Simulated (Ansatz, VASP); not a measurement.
**Two plane-wave programs on AlO2**

INCAR

```
PREC     = Accurate       # precision mode
ENCUT    = 520            # plane-wave cutoff, eV
EDIFF    = 1E-6           # SCF threshold, eV
ISMEAR   = 0              # smearing method
SIGMA    = 0.1            # smearing width, eV
LREAL    = False          # projectors in reciprocal space
LASPH    = True           # aspherical terms in the spheres
NELM     = 150            # most SCF steps
ALGO     = Normal         # electronic algorithm
ISIF     = 2              # what is computed and relaxed
LWAVE    = False          # write WAVECAR
LCHARG   = False          # write CHGCAR
ISPIN    = 2              # spin polarisation
MAGMOM   = 0 0 0 0 1 1 1 1 1 1 1 1 # initial moments
LORBIT   = 11             # projections on sites
GGA      = PE             # functional
NBANDS   = 46             # bands
```

Contents of KPOINTS:

```
regular mesh
0
Gamma
  2 6 4
```

POSCAR

```
AlO2
1.0
    9.4399995800      0.0000000000      0.0000000000
    0.0000000000      2.8399999100      0.0000000000
    0.0000000000      0.0000000000      4.4200000800
Al O
4 8
Direct
    0.1460000000      0.2500000000      0.9520000200
    0.8540000000      0.7500000000      0.0479999800
    0.3540000000      0.7500000000      0.4520000200
    0.6460000000      0.2500000000      0.5479999800
    0.8010000000      0.2500000000      0.2870000000
    0.1990000000      0.7500000000      0.7130000000
    0.6990000000      0.7500000000      0.7870000000
    0.3010000000      0.2500000000      0.2130000000
    0.9440000100      0.2500000000      0.8019999900
    0.0559999900      0.7500000000      0.1980000100
    0.5559999900      0.7500000000      0.3019999900
    0.4440000100      0.2500000000      0.6980000100
```

Input for Ansatz:

```yaml
crystal:
  lattice:
    - [9.43999958, 0.0, 0.0]
    - [0.0, 2.83999991, 0.0]
    - [0.0, 0.0, 4.42000008]
  atoms:
    - { symbol: Al, position: [0.146, 0.25, 0.95200002] }
    - { symbol: Al, position: [0.854, 0.75, 0.04799998] }
    - { symbol: Al, position: [0.354, 0.75, 0.45200002] }
    - { symbol: Al, position: [0.646, 0.25, 0.54799998] }
    - { symbol: O, position: [0.801, 0.25, 0.287], spin: 1.0 }
    - { symbol: O, position: [0.199, 0.75, 0.713], spin: 1.0 }
    - { symbol: O, position: [0.699, 0.75, 0.787], spin: 1.0 }
    - { symbol: O, position: [0.301, 0.25, 0.213], spin: 1.0 }
    - { symbol: O, position: [0.94400001, 0.25, 0.80199999], spin: 1.0 }
    - { symbol: O, position: [0.05599999, 0.75, 0.19800001], spin: 1.0 }
    - { symbol: O, position: [0.55599999, 0.75, 0.30199999], spin: 1.0 }
    - { symbol: O, position: [0.44400001, 0.25, 0.69800001], spin: 1.0 }
basis:
  ecutwfc: 420
kpoints:
  mp_grid: { grid: [2, 6, 4] }
hamiltonian:
  xc: pbe
scf:
  occupations: { method: gaussian, width: 0.1 }
  lower_state_search: "off"
output:
  forces: true
  stress: true
  eigenvalues: true
  populations: true
magnetization:
  spin_polarized: true
```

Alike in both runs: task single point; functional PBE; k mesh 2 × 6 × 4; occupations gaussian, width 0.1 eV; collinear spin.

|  | VASP | Ansatz |
| --- | --- | --- |
| version | VASP 6.6.1 | Ansatz 0.2.0 |
| potentials or method | VASP PAW PBE potentials, release 64 (Al, O), cutoff 520 eV | scalar-relativistic, plane waves, PAW |
| valence electrons in the cell | 60 | 60 |

```csv
,VASP,Ansatz,Ansatz less VASP
gap on the k mesh at the Fermi level (eV),none,none,-
pressure (GPa),-0.2,-0.1,+0.12
"traceless stress, the component that is largest in VASP (GPa)",4.69,4.52,-0.169
rms of the force components (eV/Å),0.475,0.474,-0.0010
net moment per atom (μB),0.33,0.33,0.000
size of the moment on the site where the two differ most (μB),0.60,0.63,+0.036
```

Site moments also hang on the region over which each program counts them. Atom by atom the forces differ by 0.003 eV/Å (rms over components). A gap of «none» marks a metal or a gap that the smearing closes.

The k mesh is coarse, so the values compare programs but aren't converged.
